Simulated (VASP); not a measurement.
# MgS (Niningerite) (Fm-3m) in VASP: a series of runs

Runs on MgS (Niningerite). Level: PBE. Tasks: single point.

All numbers are computed with VASP 6.6.1; they aren't measurements. Logs are shortened: lines on timing, memory, paths and dates and some standing lists are left out, and cuts for length are marked.

## 1. The cell of the first run

Symmetry: Fm-3m, No. 225, cubic system. Conventional cell: a = 5.203 Å, b = 5.203 Å, c = 5.203 Å, α = 90.00°, β = 90.00°, γ = 90.00°. S (site symmetry m-3m) has 6 Mg at 2.60 Å within 3.4 Å. Mg (site symmetry m-3m) has 6 S at 2.60 Å within 3.4 Å.

## 2. Single point, PBE

Contents of INCAR:

```
PREC     = Accurate       # precision mode
ENCUT    = 520            # plane-wave cutoff, eV
EDIFF    = 1E-7           # SCF threshold, eV
ISMEAR   = 0              # smearing method
SIGMA    = 0.014          # smearing width, eV
LREAL    = False          # projectors in reciprocal space
LASPH    = True           # aspherical terms in the spheres
NELM     = 80             # most SCF steps
ALGO     = Normal         # electronic algorithm
ISIF     = 2              # what is computed and relaxed
LWAVE    = False          # write WAVECAR
LCHARG   = True           # write CHGCAR
GGA      = PE             # functional
LELF     = True           # ELF
LVHAR    = True         
NBANDS   = 11             # bands
```

Contents of KPOINTS:

```
regular mesh
0
Gamma
  9 9 9
```

Contents of POSCAR:

```
MgS
1.0
    0.0000000000      2.6016500000      2.6016500000
    2.6016500000      0.0000000000      2.6016500000
    2.6016500000      2.6016500000      0.0000000000
S Mg
1 1
Direct
    0.5000000000      0.5000000000      0.5000000000
    0.0000000000      0.0000000000      0.0000000000
```

Potentials or basis: VASP PAW PBE potentials, release 64 (S, Mg).

On the command line:

```console
$ cat potpaw_PBE.64/S/POTCAR potpaw_PBE.64/Mg/POTCAR > POTCAR
$ mpirun -np 1 vasp_std > vasp.out
```

OUTCAR:

```text
PREC = Accurate
   ENCUT = 520
   EDIFF = 1E-7
   ISMEAR = 0
   LREAL = False
   LASPH = True
   NELM = 80
   ISIF = 2
   GGA = PE

 ion  position               nearest neighbor table
   1  0.500  0.500  0.500-   2 2.60   2 2.60   2 2.60   2 2.60   2 2.60   2 2.60
   2  0.000  0.000  0.000-   1 2.60   1 2.60   1 2.60   1 2.60   1 2.60   1 2.60

  LATTYP: Found a face centered cubic cell.
 ALAT       =     5.2033000000

  Lattice vectors:

 A1 = (   0.0000000000,   2.6016500000,   2.6016500000)
 A2 = (   2.6016500000,   0.0000000000,   2.6016500000)
 A3 = (   2.6016500000,   2.6016500000,   0.0000000000)

Analysis of symmetry for initial positions (statically):
[... 33 lines left out ...]
                                     Primitive cell

  volume of cell :      35.2190

  direct lattice vectors                    reciprocal lattice vectors
     0.000000000  2.601650000  2.601650000    -0.192185728  0.192185728  0.192185728
     2.601650000  0.000000000  2.601650000     0.192185728 -0.192185728  0.192185728
     2.601650000  2.601650000  0.000000000     0.192185728  0.192185728 -0.192185728

  length of vectors
     3.679288715  3.679288715  3.679288715     0.332875446  0.332875446  0.332875446

  position of ions in fractional coordinates (direct lattice)
[... 8 lines left out ...]
----------------------------------------------------------------------------------------

 KPOINTS: regular mesh

Automatic generation of k-mesh.
 Grid dimensions read from file:
 generate k-points for:    9    9    9

 Generating k-lattice:

  Cartesian coordinates                     Fractional coordinates (reciprocal lattice)
    -0.021353970  0.021353970  0.021353970     0.111111111  0.000000000  0.000000000
     0.021353970 -0.021353970  0.021353970     0.000000000  0.111111111  0.000000000
     0.021353970  0.021353970 -0.021353970     0.000000000  0.000000000  0.111111111

  Length of vectors
     0.036986161  0.036986161  0.036986161

  Shift w.r.t. Gamma in fractional coordinates (k-lattice)
     0.000000000  0.000000000  0.000000000

 Subroutine IBZKPT returns following result:
 ===========================================

 Found     35 irreducible k-points:

 Following reciprocal coordinates:
            Coordinates               Weight
  0.000000  0.000000  0.000000      1.000000
  0.111111  0.000000  0.000000      8.000000
  0.222222  0.000000  0.000000      8.000000
  0.333333  0.000000  0.000000      8.000000
  0.444444  0.000000  0.000000      8.000000
  0.111111  0.111111  0.000000      6.000000
[... 16 lines left out ...]
 -0.333333  0.333333  0.000000     12.000000
  0.444444  0.444444  0.000000      6.000000
 [... further k-points ...]
   k-points           NKPTS =     35   k-points in BZ     NKDIM =     35   number of bands    NBANDS=     11
   number of dos      NEDOS =    301   number of ions     NIONS =      2
   total plane-waves  NPLWV =  21952
   dimension x,y,z NGX =    28 NGY =   28 NGZ =   28
   dimension x,y,z NGXF=    56 NGYF=   56 NGZF=   56
   ions per type =               1   1
   NGX,Y,Z   is equivalent  to a cutoff of  12.65, 12.65, 12.65 a.u.
   NGXF,Y,Z  is equivalent  to a cutoff of  25.30, 25.30, 25.30 a.u.
 SYSTEM =  unknown system
   PREC   = accura    normal or accurate (medium, high low for compatibility)
   ISTART =      0    job   : 0-new  1-cont  2-samecut
   ICHARG =      2    charge: 1-file 2-atom 10-const
   ISPIN  =      1    spin polarized calculation?
   LNONCOLLINEAR =      F non collinear calculations
   LSORBIT =      F    spin-orbit coupling
   LASPH  =      T    aspherical Exc in radial PAW
   ENCUT  =  520.0 eV  38.22 Ry    6.18 a.u.   6.84  6.84  6.84*2*pi/ulx,y,z
   NELM   =     80;   NELMIN=  2; NELMDL= -5     # of ELM steps
   EDIFF  = 0.1E-06   stopping-criterion for ELM
   LREAL  =      F    real-space projection
   EDIFFG = 0.1E-05   stopping-criterion for IOM
   NSW    =      0    number of steps for IOM
   IBRION =     -1    ionic relax: 0-MD 1-quasi-New 2-CG
[... 8 lines left out ...]
   EMIN   =  10.00;   EMAX   =-10.00  energy-range for DOS
   EFERMI =   0.00;   METHOD = LEGACY
   ISMEAR =     0;   SIGMA  =   0.01  broadening in eV -4-tet -1-fermi 0-gaus
   EFERMI_NEDOS =   21; number of points for ismear=-14 and -15
   IALGO  =     38    algorithm
   IMIX   =      4    mixing-type and parameters
     AMIX     =   0.40;   BMIX     =  1.00
     AMIX_MAG =   1.60;   BMIX_MAG =  1.00
  volume/ion in A,a.u.               =      17.61       118.83
  Fermi-wavevector in a.u.,A,eV,Ry     =   0.998878  1.887606 13.575323  0.997758
  Thomas-Fermi vector in A             =   2.131131
   LORBIT       =      0    0 simple, 1 ext, 2 COOP (PROOUT), +10 PAW based schemes
   GGA     = PE    functional components
   LHFCALC =     F    Hartree Fock is set to
   AEXX    =    0.0000 exact exchange contribution
   IVDW    =     0    specifies the selected vdW correction
   LEPSILON=     F    determine dielectric tensor
   LRPA    =     F    only Hartree local field effects (RPA)
 non-spin polarized calculation
 Gauss-broadening in eV      SIGMA  =   0.01
  energy-cutoff  :      520.00
  volume of cell :       35.22
 maximum number of plane-waves:       958
   NGX = 13   NGY = 13   NGZ = 13

 number of electron       8.0000000 magnetization

 Free energy of the ion-electron system (eV)
  ---------------------------------------------------
  ext. energy  EPLUGINS =         0.00000000
  ---------------------------------------------------
  free energy    TOTEN  =        -8.50202854 eV

  energy without entropy =       -8.50202854  energy(sigma->0) =       -8.50202854

 E-fermi :   3.7998     XC(G=0):  -9.6883

 val. band max:        3.7249561768   @ k =   0.0000   0.0000   0.0000
 cond. band min:       6.6304848016   @ k =   0.4444   0.4444   0.0000
 fundamental gap:      2.9055286249
 Fermi energy:         3.7998073236

 k-point     1 :       0.0000    0.0000    0.0000
  band No.  band energies     occupation
      1      -8.9418      2.00000
      2       3.7250      2.00000
      3       3.7250      2.00000
      4       3.7250      2.00000
      5       7.4352      0.00000
      6      11.6798      0.00000
      7      11.6798      0.00000
      8      11.6798      0.00000
      9      14.0749      0.00000
     10      14.0749      0.00000
     11      16.2634      0.00000

 k-point     2 :       0.1111    0.0000    0.0000
  band No.  band energies     occupation
      1      -8.8220      2.00000
      2       2.8603      2.00000
      3       3.6438      2.00000
      4       3.6438      2.00000
      5       8.1169      0.00000
      6      11.3910      0.00000
      7      11.8946      0.00000
      8      11.8946      0.00000
      9      13.5118      0.00000
     10      13.5118      0.00000
     11      16.4977      0.00000

 k-point     3 :       0.2222    0.0000    0.0000
  band No.  band energies     occupation
      1      -8.4894      2.00000
      2       1.3040      2.00000
      3       3.4552      2.00000
      4       3.4552      2.00000
      5       8.6954      0.00000
      6      11.7124      0.00000
      7      11.7124      0.00000
      8      11.7328      0.00000
      9      13.7125      0.00000
     10      13.7125      0.00000
     11      15.7878      0.00000

 k-point     4 :       0.3333    0.0000    0.0000
  band No.  band energies     occupation
      1      -8.0423      2.00000
      2      -0.1141      2.00000
      3       3.2645      2.00000
      4       3.2645      2.00000
      5       8.5087      0.00000
      6      11.0648      0.00000
      7      11.0648      0.00000
      8      13.0702      0.00000
      9      15.2395      0.00000
     10      15.2395      0.00000
     11      15.2839      0.00000

 k-point     5 :       0.4444    0.0000    0.0000
  band No.  band energies     occupation
      1      -7.6902      2.00000
      2      -0.9838      2.00000
      3       3.1509      2.00000
      4       3.1509      2.00000
      5       8.3021      0.00000
      6      10.6822      0.00000
      7      10.6822      0.00000
      8      13.7999      0.00000
      9      15.6897      0.00000
     10      17.3168      0.00000
     11      17.3168      0.00000
[... 211 lines left out ...]
 k-point    21 :       0.4444    0.3333    0.0000
  band No.  band energies     occupation
      1      -7.4883      2.00000
      2      -0.0970      2.00000
      3       1.8477      2.00000
      4       2.2564      2.00000
      5       7.3409      0.00000
      6       8.8578      0.00000
      7      13.8206      0.00000
      8      14.4817      0.00000
      9      16.3612      0.00000
     10      17.6438      0.00000
     11      20.4177      0.00000

 k-point    22 :      -0.4444    0.3333    0.0000
  band No.  band energies     occupation
      1      -7.3050      2.00000
      2      -0.1486      2.00000
      3       0.9453      2.00000
      4       2.3332      2.00000
      5       7.5777      0.00000
      6      10.0596      0.00000
      7      13.5459      0.00000
      8      13.6452      0.00000
      9      16.1394      0.00000
     10      17.8847      0.00000
     11      20.2465      0.00000

 k-point    23 :      -0.3333    0.3333    0.0000
  band No.  band energies     occupation
      1      -7.3345      2.00000
      2       0.0999      2.00000
      3       0.4069      2.00000
      4       2.5884      2.00000
      5       8.1561      0.00000
      6      11.4442      0.00000
      7      12.6336      0.00000
      8      12.9753      0.00000
      9      15.4547      0.00000
     10      16.1778      0.00000
     11      20.4241      0.00000

 k-point    24 :       0.4444    0.4444    0.0000
  band No.  band energies     occupation
      1      -7.3314      2.00000
      2      -0.3721      2.00000
      3       2.0814      2.00000
      4       2.0814      2.00000
      5       6.6305      0.00000
      6       8.1833      0.00000
      7      15.3721      0.00000
      8      16.4282      0.00000
      9      16.7273      0.00000
     10      16.7273      0.00000
     11      19.9794      0.00000

 [... further k-points ...]
[... 5 lines left out ...]
  --------------------------------------------------------------------------------------
  -------------------------------------------------------------------------------------
  Total        0.1892793      0.1892793      0.1892793      0.0000000      0.0000000      0.0000000
  in kB        8.6106732      8.6106732      8.6106732      0.0000000      0.0000000      0.0000000
  external PRESSURE =       8.6106732 kB  Pullay stress =       0.0000000 kB

 VOLUME and BASIS-vectors are now :
 -----------------------------------------------------------------------------
  energy-cutoff  :      520.00
  volume of cell :       35.22
      direct lattice vectors                 reciprocal lattice vectors
     0.000000000  2.601650000  2.601650000    -0.192185728  0.192185728  0.192185728
     2.601650000  0.000000000  2.601650000     0.192185728 -0.192185728  0.192185728
     2.601650000  2.601650000  0.000000000     0.192185728  0.192185728 -0.192185728

 POSITION                                       TOTAL-FORCE (eV/Angst)
 -----------------------------------------------------------------------------------
      2.60165      2.60165      2.60165         0.000000      0.000000      0.000000
      0.00000      0.00000      0.00000        -0.000000     -0.000000     -0.000000
 -----------------------------------------------------------------------------------
    total drift:                                0.000000      0.000000      0.000000

  FREE ENERGIE OF THE ION-ELECTRON SYSTEM (eV)
  ---------------------------------------------------
  free  energy   TOTEN  =        -8.5020285401 eV

  energy  without entropy=       -8.5020285401  energy(sigma->0) =       -8.50202854
```

It took 11 s on 1 thread of Intel Xeon Platinum 8375C at 2.90GHz (Ice Lake), shared host; peak memory 0.16 GiB.

Results:

```
Free energy            : -8.5020 eV
Pressure               : 0.9 GPa
Band gap on the k mesh : 2.91 eV, indirect (least direct gap 3.71 eV)
```

A k mesh can miss the band edges. A hybrid or GW would open this gap; PBE tends to underestimate it.

## 3. Single point, PBE

Contents of INCAR:

```
SYSTEM = MgS
PREC = Accurate
ENCUT = 520
EDIFF = 1E-6
ISMEAR = 0
SIGMA = 0.015
LREAL = .False.
LASPH = .True.
NELM = 80
ALGO = Normal
ISIF = 2
LWAVE = .False.
LCHARG = .True.
GGA = PE
LELF = .True.
LVHAR = .True.
NBANDS = 11
```

Contents of KPOINTS:

```
regular mesh
0
Gamma
  9 9 9
  0 0 0
```

POSCAR is that of step 2.

Potentials or basis: VASP PAW PBE potentials, release 64 (S, Mg).

On the command line:

```console
$ cat potpaw_PBE.64/S/POTCAR potpaw_PBE.64/Mg/POTCAR > POTCAR
$ mpirun -np 1 vasp_std > vasp.out
```

OUTCAR:

```text
SYSTEM = MgS
   PREC = Accurate
   ENCUT = 520
   EDIFF = 1E-6
   ISMEAR = 0
   LREAL = .False.
   LASPH = .True.
   NELM = 80
   ISIF = 2
   GGA = PE

 ion  position               nearest neighbor table
   1  0.500  0.500  0.500-   2 2.60   2 2.60   2 2.60   2 2.60   2 2.60   2 2.60
   2  0.000  0.000  0.000-   1 2.60   1 2.60   1 2.60   1 2.60   1 2.60   1 2.60

  LATTYP: Found a face centered cubic cell.
 ALAT       =     5.2033000000

  Lattice vectors:

 A1 = (   0.0000000000,   2.6016500000,   2.6016500000)
 A2 = (   2.6016500000,   0.0000000000,   2.6016500000)
 A3 = (   2.6016500000,   2.6016500000,   0.0000000000)
[... 513 lines left out ...]
      8      16.4282      0.00000
      9      16.7273      0.00000
     10      16.7273      0.00000
     11      19.9795      0.00000

 [... further k-points ...]
[... 5 lines left out ...]
  --------------------------------------------------------------------------------------
  -------------------------------------------------------------------------------------
  Total        0.1887752      0.1887752      0.1887752      0.0000000     -0.0000000     -0.0000000
  in kB        8.5877420      8.5877420      8.5877420      0.0000000     -0.0000000     -0.0000000
  external PRESSURE =       8.5877420 kB  Pullay stress =       0.0000000 kB

 VOLUME and BASIS-vectors are now :
 -----------------------------------------------------------------------------
  energy-cutoff  :      520.00
  volume of cell :       35.22
      direct lattice vectors                 reciprocal lattice vectors
     0.000000000  2.601650000  2.601650000    -0.192185728  0.192185728  0.192185728
     2.601650000  0.000000000  2.601650000     0.192185728 -0.192185728  0.192185728
     2.601650000  2.601650000  0.000000000     0.192185728  0.192185728 -0.192185728

 POSITION                                       TOTAL-FORCE (eV/Angst)
 -----------------------------------------------------------------------------------
      2.60165      2.60165      2.60165        -0.000000     -0.000000      0.000000
      0.00000      0.00000      0.00000         0.000000      0.000000     -0.000000
 -----------------------------------------------------------------------------------
    total drift:                                0.000000      0.000000      0.000000

  FREE ENERGIE OF THE ION-ELECTRON SYSTEM (eV)
  ---------------------------------------------------
  free  energy   TOTEN  =        -8.5020285913 eV

  energy  without entropy=       -8.5020285913  energy(sigma->0) =       -8.50202859
```

stdout:

```text
POSCAR found type information on POSCAR S Mg
 POSCAR found :  2 types and       2 ions
 scaLAPACK will be used
 LDA part: xc-table for (Slater+PW92), standard interpolation
 POSCAR, INCAR and KPOINTS ok, starting setup
 FFT: planning ... GRIDC
 FFT: planning ... GRID_SOFT
 FFT: planning ... GRID
 WAVECAR not read
 entering main loop
```

Wall time 9.9 s (1 thread of Intel Xeon Platinum 8375C at 2.90GHz (Ice Lake), shared host); peak memory 0.16 GiB.

Results:

* Free energy: -8.5020 eV
* Pressure: 0.9 GPa
* Band gap on the k mesh: 2.91 eV, indirect (least direct gap 3.71 eV)

A k mesh can miss the band edges.
